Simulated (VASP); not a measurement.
Input of a VASP 6.6.1 run:

Contents of INCAR:

```
SYSTEM = SnO
ALGO = Normal
EDIFF = 1E-6
ENCUT = 520
GGA = PS
ISIF = 2
ISMEAR = -1
LASPH = .TRUE.
LCHARG = .FALSE.
LREAL = .FALSE.
LWAVE = .FALSE.
NBANDS = 28
NELM = 80
PREC = Accurate
SIGMA = 0.03
```

Contents of KPOINTS:

```
k-points
0
G
  9 9 4
  0 0 0
```

POSCAR

```
SnO
1.0
    3.3694196854      0.0000000000      0.0000000000
   -1.6847098427      2.9180030436      0.0000000000
    0.0000000000      0.0000000000      6.4482380009
Sn O
2 2
Direct
    0.0000000000      0.0000000000      0.0000000000
    0.0000000000      0.0000000000      0.5000000000
    0.3333333333      0.6666666667      0.2500000000
    0.6666666667      0.3333333333      0.7500000000
```

Potentials or basis: VASP PAW PBE potentials, release 64 (Sn_d, O).

Launch:

```console
$ cat potpaw_PBE.64/Sn_d/POTCAR potpaw_PBE.64/O/POTCAR > POTCAR
$ mpirun -np 1 vasp_std > vasp.out
```

(1) Estimate the band gap on the k mesh.

(2) Estimate the pressure.

Answers

(1) zero (band 20 reaches 8.55 eV, above the bottom of band 21 at 7.90 eV).

(2) 0.0 GPa.

Caveat: the PAW data sets were made with another functional, which shifts forces and pressure a little; spin-orbit coupling is left out, which moves the levels of the heavy elements.
